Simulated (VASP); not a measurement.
# AlCu3 (Fm-3m) in VASP: further runs

The runs below take AlCu3 through single point, with r2SCAN.

Program: VASP 6.6.1. These are calculated values, not measurements. Logs are shortened: lines on timing, memory, paths and dates and some standing lists are left out, and cuts for length are marked.

## (1) The cell of the first run

The structure is cubic, space group Fm-3m (No. 225). The conventional cell has a = 5.602 Å, b = 5.602 Å, c = 5.602 Å, α = 90.00°, β = 90.00°, γ = 90.00°. Al (site symmetry m-3m) has 14 Cu at 2.43 to 2.80 Å within 3.2 Å. Cu (site symmetry m-3m) has 8 Cu at 2.43 Å and 6 Al at 2.80 Å within 3.2 Å. Within 3.2 Å of Cu (site symmetry -43m) lie 4 Al at 2.43 Å and 10 Cu at 2.43 to 2.80 Å.

## (2) Single point, r2SCAN (volume scaled by 0.91)

POSCAR

```
AlCu3
1.0
    0.0000000000      2.8012113243      2.8012113243
    2.8012113243      0.0000000000      2.8012113243
    2.8012113243      2.8012113243      0.0000000000
Al Cu
1 3
Direct
    0.0000000000      0.0000000000      0.0000000000
    0.5000000000      0.5000000000      0.5000000000
    0.2500000000      0.2500000000      0.2500000000
    0.7500000000      0.7500000000      0.7500000000
```

INCAR.step1

```
SYSTEM = AlCu3
ALGO     = Normal         ! electronic algorithm
EDIFF    = 1E-4           ! SCF threshold, eV
ENCUT    = 520            ! plane-wave cutoff, eV
GGA      = PE             ! functional
ISMEAR   = 0              ! smearing method
LASPH    = .True.         ! aspherical terms in the spheres
LCHARG   = .False.        ! write CHGCAR
LREAL    = .False.        ! projectors in reciprocal space
LWAVE    = .True.         ! write WAVECAR
NBANDS   = 26             ! bands
NELM     = 60             ! most SCF steps
PREC     = Accurate       ! precision mode
SIGMA    = 0.1            ! smearing width, eV
```

INCAR.step2

```
SYSTEM = AlCu3
ALGO     = Normal         ! electronic algorithm
EDIFF    = 1E-6           ! SCF threshold, eV
ENCUT    = 520            ! plane-wave cutoff, eV
ISIF     = 2              ! what is computed and relaxed
ISMEAR   = 0              ! smearing method
ISTART   = 1            
LASPH    = .True.         ! aspherical terms in the spheres
LCHARG   = .False.        ! write CHGCAR
LMIXTAU  = .True.       
LREAL    = .False.        ! projectors in reciprocal space
LWAVE    = .False.        ! write WAVECAR
METAGGA  = R2SCAN         ! meta-GGA
NBANDS   = 26             ! bands
NELM     = 60             ! most SCF steps
PREC     = Accurate       ! precision mode
SIGMA    = 0.1            ! smearing width, eV
```

KPOINTS

```
k-points
0
Gamma
  12 12 12
  0 0 0
```

Potentials or basis: VASP PAW PBE potentials, release 64 (Al, Cu).

Command:

```sh
$ cat potpaw_PBE.64/Al/POTCAR potpaw_PBE.64/Cu/POTCAR > POTCAR
$ cp INCAR.step1 INCAR
$ mpirun -np 1 vasp_std > vasp.out
$ cp INCAR.step2 INCAR
$ mpirun -np 1 vasp_std > vasp.out
```

OUTCAR:

```text
SYSTEM = AlCu3
   EDIFF = 1E-6
   ENCUT = 520
   ISIF = 2
   ISMEAR = 0
   ISTART = 1
   LASPH = .True.
   LREAL = .False.
   METAGGA = R2SCAN
   NELM = 60
   PREC = Accurate

 ion  position               nearest neighbor table
   1  0.000  0.000  0.000-   4 2.43   4 2.43   4 2.43   3 2.43   4 2.43   3 2.43   3 2.43   3 2.43
                             2 2.80   2 2.80   2 2.80   2 2.80   2 2.80   2 2.80
   2  0.500  0.500  0.500-   3 2.43   3 2.43   3 2.43   3 2.43   4 2.43   4 2.43   4 2.43   4 2.43
                             1 2.80   1 2.80   1 2.80   1 2.80   1 2.80   1 2.80
   3  0.250  0.250  0.250-   1 2.43   1 2.43   1 2.43   1 2.43   2 2.43   2 2.43   2 2.43   2 2.43

   4  0.750  0.750  0.750-   2 2.43   2 2.43   2 2.43   1 2.43   2 2.43   1 2.43   1 2.43   1 2.43

  LATTYP: Found a face centered cubic cell.
 ALAT       =     5.6024226486

  Lattice vectors:

 A1 = (   0.0000000000,   2.8012113243,   2.8012113243)
 A2 = (   2.8012113243,   0.0000000000,   2.8012113243)
 A3 = (   2.8012113243,   2.8012113243,   0.0000000000)

Analysis of symmetry for initial positions (statically):
=====================================================================
 Subroutine PRICEL returns:
 Original cell was already a primitive cell.

 Routine SETGRP: Setting up the symmetry group for a
 face centered cubic supercell.

 Subroutine GETGRP returns: Found 48 space group operations
 (whereof 48 operations were pure point group operations)
 out of a pool of 48 trial point group operations.

The static configuration has the point symmetry O_h .

Analysis of symmetry for dynamics (positions and initial velocities):
=====================================================================
 Subroutine PRICEL returns:
 Original cell was already a primitive cell.

 Routine SETGRP: Setting up the symmetry group for a
 face centered cubic supercell.

 Subroutine GETGRP returns: Found 48 space group operations
 (whereof 48 operations were pure point group operations)
 out of a pool of 48 trial point group operations.

The dynamic configuration has the point symmetry O_h .

 Subroutine INISYM returns: Found 48 space group operations
 (whereof 48 operations are pure point group operations),
 and found     1 'primitive' translations

----------------------------------------------------------------------------------------

                                     Primitive cell

  volume of cell :      43.9610

  direct lattice vectors                    reciprocal lattice vectors
     0.000000000  2.801211324  2.801211324    -0.178494209  0.178494209  0.178494209
     2.801211324  0.000000000  2.801211324     0.178494209 -0.178494209  0.178494209
     2.801211324  2.801211324  0.000000000     0.178494209  0.178494209 -0.178494209

  length of vectors
     3.961511046  3.961511046  3.961511046     0.309161039  0.309161039  0.309161039

  position of ions in fractional coordinates (direct lattice)
     0.000000000  0.000000000  0.000000000
     0.500000000  0.500000000  0.500000000
     0.250000000  0.250000000  0.250000000
     0.750000000  0.750000000  0.750000000

  ion indices of the primitive-cell ions
   primitive index   ion index
                 1           1
                 2           2
                 3           3
                 4           4

----------------------------------------------------------------------------------------

 KPOINTS: k-points

Automatic generation of k-mesh.
 Grid dimensions read from file:
 generate k-points for:   12   12   12

 Generating k-lattice:

  Cartesian coordinates                     Fractional coordinates (reciprocal lattice)
    -0.014874517  0.014874517  0.014874517     0.083333333  0.000000000  0.000000000
     0.014874517 -0.014874517  0.014874517     0.000000000  0.083333333  0.000000000
     0.014874517  0.014874517 -0.014874517     0.000000000  0.000000000  0.083333333

  Length of vectors
     0.025763420  0.025763420  0.025763420

  Shift w.r.t. Gamma in fractional coordinates (k-lattice)
     0.000000000  0.000000000  0.000000000

 Subroutine IBZKPT returns following result:
 ===========================================

 Found     72 irreducible k-points:

 Following reciprocal coordinates:
            Coordinates               Weight
  0.000000  0.000000  0.000000      1.000000
  0.083333  0.000000  0.000000      8.000000
  0.166667  0.000000  0.000000      8.000000
  0.250000  0.000000  0.000000      8.000000
  0.333333  0.000000  0.000000      8.000000
  0.416667  0.000000  0.000000      8.000000
[... 16 lines left out ...]
  0.500000  0.166667  0.000000     24.000000
 -0.416667  0.166667  0.000000     24.000000
 [... further k-points ...]
   k-points           NKPTS =     72   k-points in BZ     NKDIM =     72   number of bands    NBANDS=     26
   number of dos      NEDOS =    301   number of ions     NIONS =      4
   total plane-waves  NPLWV =  27000
   dimension x,y,z NGX =    30 NGY =   30 NGZ =   30
   dimension x,y,z NGXF=    60 NGYF=   60 NGZF=   60
   ions per type =               1   3
   NGX,Y,Z   is equivalent  to a cutoff of  12.59, 12.59, 12.59 a.u.
   NGXF,Y,Z  is equivalent  to a cutoff of  25.18, 25.18, 25.18 a.u.
 SYSTEM =  AlCu3
   PREC   = accura    normal or accurate (medium, high low for compatibility)
   ISTART =      1    job   : 0-new  1-cont  2-samecut
   ICHARG =      0    charge: 1-file 2-atom 10-const
   ISPIN  =      1    spin polarized calculation?
   LNONCOLLINEAR =      F non collinear calculations
   LSORBIT =      F    spin-orbit coupling
   LASPH  =      T    aspherical Exc in radial PAW
   ENCUT  =  520.0 eV  38.22 Ry    6.18 a.u.   7.37  7.37  7.37*2*pi/ulx,y,z
   NELM   =     60;   NELMIN=  2; NELMDL=  0     # of ELM steps
   EDIFF  = 0.1E-05   stopping-criterion for ELM
   LREAL  =      F    real-space projection
   EDIFFG = 0.1E-04   stopping-criterion for IOM
   NSW    =      0    number of steps for IOM
   IBRION =     -1    ionic relax: 0-MD 1-quasi-New 2-CG
   NFREE  =      0    steps in history (QN), initial steepest desc. (CG)
   ISIF   =      2    stress and relaxation
   ISYM   =      2    0-nonsym 1-usesym 2-fastsym
   POTIM  = 0.5000    time-step for ionic-motion
   TEBEG  =    0.0;   TEEND  =   0.0 temperature during run
   PSTRESS=    0.0 pullay stress
   NELECT =      36.0000    total number of electrons
   NUPDOWN=      -1.0000    fix difference up-down
   EMIN   =  10.00;   EMAX   =-10.00  energy-range for DOS
   EFERMI =   0.00;   METHOD = LEGACY
   ISMEAR =     0;   SIGMA  =   0.10  broadening in eV -4-tet -1-fermi 0-gaus
   EFERMI_NEDOS =   21; number of points for ismear=-14 and -15
   IALGO  =     38    algorithm
   IMIX   =      4    mixing-type and parameters
     AMIX     =   0.40;   BMIX     =  1.00
     AMIX_MAG =   1.60;   BMIX_MAG =  1.00
  volume/ion in A,a.u.               =      10.99        74.17
  Fermi-wavevector in a.u.,A,eV,Ry     =   1.531627  2.894356 31.917669  2.345882
  Thomas-Fermi vector in A             =   2.638946
   LORBIT       =      0    0 simple, 1 ext, 2 COOP (PROOUT), +10 PAW based schemes
   METAGGA = R2SCAN    functional components
   LHFCALC =     F    Hartree Fock is set to
   AEXX    =    0.0000 exact exchange contribution
   IVDW    =     0    specifies the selected vdW correction
   LEPSILON=     F    determine dielectric tensor
   LRPA    =     F    only Hartree local field effects (RPA)
 non-spin polarized calculation
 Gauss-broadening in eV      SIGMA  =   0.10
  energy-cutoff  :      520.00
  volume of cell :       43.96
 maximum number of plane-waves:      1243
 NGX is ok and might be reduce to    30
   NGX = 15   NGY = 15   NGZ = 15

 number of electron      36.0000016 magnetization

 Free energy of the ion-electron system (eV)
  ---------------------------------------------------
  ext. energy  EPLUGINS =         0.00000000
  ---------------------------------------------------
  free energy    TOTEN  =       -39.72651051 eV

  energy without entropy =      -39.72144519  energy(sigma->0) =      -39.72397785

 E-fermi :   9.7187     XC(G=0): -13.9074

 val. band max:        9.6907112424   @ k =  -0.4167   0.1667   0.0000
 cond. band min:       9.7324108612   @ k =  -0.1667   0.1667   0.0000
 fundamental gap:      0.0416996189
 Fermi energy:         9.7187176520

 k-point     1 :       0.0000    0.0000    0.0000
  band No.  band energies     occupation
      1      -2.1245      2.00000
      2       4.2777      2.00000
      3       4.2777      2.00000
      4       4.4312      2.00000
      5       4.4312      2.00000
      6       4.4312      2.00000
[... 18 lines left out ...]
     25      17.3809      0.00000
     26      17.3809      0.00000

 k-point     2 :       0.0833    0.0000    0.0000
  band No.  band energies     occupation
      1      -2.0167      2.00000
      2       4.2551      2.00000
      3       4.2551      2.00000
      4       4.3911      2.00000
      5       4.5036      2.00000
      6       4.5036      2.00000
[... 18 lines left out ...]
     25      16.9856      0.00000
     26      17.5875      0.00000

 k-point     3 :       0.1667    0.0000    0.0000
  band No.  band energies     occupation
      1      -1.6959      2.00000
      2       4.2480      2.00000
      3       4.2480      2.00000
      4       4.2713      2.00000
      5       4.6510      2.00000
      6       4.6511      2.00000
[... 18 lines left out ...]
     25      16.8180      0.00000
     26      18.3268      0.00000

 k-point     4 :       0.2500    0.0000    0.0000
  band No.  band energies     occupation
      1      -1.1700      2.00000
      2       4.0104      2.00000
      3       4.2831      2.00000
      4       4.2832      2.00000
      5       4.8184      2.00000
      6       4.8185      2.00000
[... 18 lines left out ...]
     25      17.5761      0.00000
     26      19.4495      0.00000

 k-point     5 :       0.3333    0.0000    0.0000
  band No.  band energies     occupation
      1      -0.4549      2.00000
      2       3.4247      2.00000
      3       4.3492      2.00000
      4       4.3492      2.00000
      5       4.9656      2.00000
      6       4.9657      2.00000
[... 18 lines left out ...]
     25      18.8184      0.00000
     26      20.8509      0.00000

 k-point     6 :       0.4167    0.0000    0.0000
  band No.  band energies     occupation
      1       0.4188      2.00000
      2       2.5130      2.00000
      3       4.4164      2.00000
      4       4.4165      2.00000
      5       5.0275      2.00000
      6       5.0557      2.00000
[... 427 lines left out ...]
 k-point    21 :       0.3333    0.1667    0.0000
  band No.  band energies     occupation
      1      -0.5899      2.00000
      2       3.6107      2.00000
      3       4.4035      2.00000
      4       4.5743      2.00000
      5       4.7675      2.00000
      6       4.8708      2.00000
[... 18 lines left out ...]
     25      20.2100      0.00000
     26      21.5440      0.00000

 k-point    22 :       0.4167    0.1667    0.0000
  band No.  band energies     occupation
      1       0.1636      2.00000
      2       3.1923      2.00000
      3       4.1931      2.00000
      4       4.6296      2.00000
      5       4.7438      2.00000
      6       4.9711      2.00000
[... 18 lines left out ...]
     25      21.1603      0.00000
     26      22.9955      0.00000

 k-point    23 :       0.5000    0.1667    0.0000
  band No.  band energies     occupation
      1       1.0380      2.00000
      2       2.4096      2.00000
      3       4.1354      2.00000
      4       4.6377      2.00000
      5       4.7493      2.00000
      6       5.0278      2.00000
[... 18 lines left out ...]
     25      21.1507      0.00000
     26      23.1928      0.00000

 k-point    24 :      -0.4167    0.1667    0.0000
  band No.  band energies     occupation
      1       1.3126      2.00000
      2       2.1519      2.00000
      3       4.1638      2.00000
      4       4.5655      2.00000
      5       4.7328      2.00000
      6       5.0564      2.00000
[... 18 lines left out ...]
     25      19.7484      0.00000
     26      21.5946      0.00000

 [... further k-points ...]
[... 5 lines left out ...]
  --------------------------------------------------------------------------------------
  -------------------------------------------------------------------------------------
  Total        4.9205602      4.9205602      4.9205602     -0.0000000      0.0000000      0.0000000
  in kB      179.3318867    179.3318867    179.3318867     -0.0000000      0.0000000      0.0000000
  external PRESSURE =     179.3318867 kB  Pullay stress =       0.0000000 kB

 VOLUME and BASIS-vectors are now :
 -----------------------------------------------------------------------------
  energy-cutoff  :      520.00
  volume of cell :       43.96
      direct lattice vectors                 reciprocal lattice vectors
     0.000000000  2.801211324  2.801211324    -0.178494209  0.178494209  0.178494209
     2.801211324  0.000000000  2.801211324     0.178494209 -0.178494209  0.178494209
     2.801211324  2.801211324  0.000000000     0.178494209  0.178494209 -0.178494209

 POSITION                                       TOTAL-FORCE (eV/Angst)
 -----------------------------------------------------------------------------------
      0.00000      0.00000      0.00000        -0.000000     -0.000000     -0.000000
      2.80121      2.80121      2.80121        -0.000000     -0.000000     -0.000000
      1.40061      1.40061      1.40061        -0.000000     -0.000000     -0.000000
      4.20182      4.20182      4.20182         0.000000      0.000000      0.000000
 -----------------------------------------------------------------------------------
    total drift:                                0.000000     -0.000000      0.000000

  FREE ENERGIE OF THE ION-ELECTRON SYSTEM (eV)
  ---------------------------------------------------
  free  energy   TOTEN  =       -39.7265105134 eV

  energy  without entropy=      -39.7214451938  energy(sigma->0) =      -39.72397785
```

Wall time 3 min (1 thread of Intel Xeon 6975P-C (Granite Rapids), shared host); peak memory 0.21 GiB.

Results:

```yaml
Free_energy: -39.7265 eV
Pressure: 17.9 GPa
Band_gap_on_the_k_mesh: zero (band 18 reaches 13.75 eV, above the bottom of band 19 at 7.42 eV)
```

Caveat: the PAW data sets were made with another functional, which shifts forces and pressure a little.

## (3) Single point, r2SCAN (volume scaled by 0.94)

POSCAR

```
AlCu3
1.0
    0.0000000000      2.8316616591      2.8316616591
    2.8316616591      0.0000000000      2.8316616591
    2.8316616591      2.8316616591      0.0000000000
Al Cu
1 3
Direct
    0.0000000000      0.0000000000      0.0000000000
    0.5000000000      0.5000000000      0.5000000000
    0.2500000000      0.2500000000      0.2500000000
    0.7500000000      0.7500000000      0.7500000000
```

INCAR.step1

```
SYSTEM = AlCu3
ALGO = Normal
EDIFF = 1E-4
ENCUT = 520
GGA = PE
ISMEAR = 0
LASPH = .True.
LCHARG = .False.
LREAL = .False.
LWAVE = .True.
NBANDS = 26
NELM = 80
PREC = Accurate
SIGMA = 0.1
```

INCAR.step2

```
SYSTEM = AlCu3
ALGO = Normal
EDIFF = 1E-6
ENCUT = 520
ISIF = 2
ISMEAR = 0
ISTART = 1
LASPH = .True.
LCHARG = .True.
LELF = .True.
LMIXTAU = .True.
LREAL = .False.
LVHAR = .True.
LWAVE = .False.
METAGGA = R2SCAN
NBANDS = 26
NELM = 80
PREC = Accurate
SIGMA = 0.1
```

KPOINTS is that of step 2.

Potentials or basis: VASP PAW PBE potentials, release 64 (Al, Cu).

Command:

```sh
$ cat potpaw_PBE.64/Al/POTCAR potpaw_PBE.64/Cu/POTCAR > POTCAR
$ cp INCAR.step1 INCAR
$ mpirun -np 1 vasp_std > vasp.out
$ cp INCAR.step2 INCAR
$ mpirun -np 1 vasp_std > vasp.out
```

Wall time 2.9 min (1 thread of Intel Xeon 6975P-C (Granite Rapids), shared host); peak memory 0.21 GiB.

Results (log left out):

```
Free energy            : -39.8579 eV
Pressure               : 11.0 GPa
Band gap on the k mesh : zero (band 18 reaches 13.26 eV, above the bottom of band 19 at 7.02 eV)
```

Levels at points of the mesh, in eV from the Fermi level:
```
           k point  band 15  band 16  band 17  band 18  band 19  band 20  band 21  band 22
(0.00, 0.00, 0.00)    -2.71    -2.71     3.99     3.99     3.99     4.56     4.56     4.56
(0.50, 0.00, 0.00)    -2.65    -2.65    -2.33     2.84     2.84     3.21     3.21     4.38
(0.50, 0.50, 0.00)    -2.54    -2.49    -2.46    -2.46    -2.25     2.33     2.86    11.85
```

Caveat: the PAW data sets were made with another functional, which shifts forces and pressure a little.

[end of part 1 of 2]
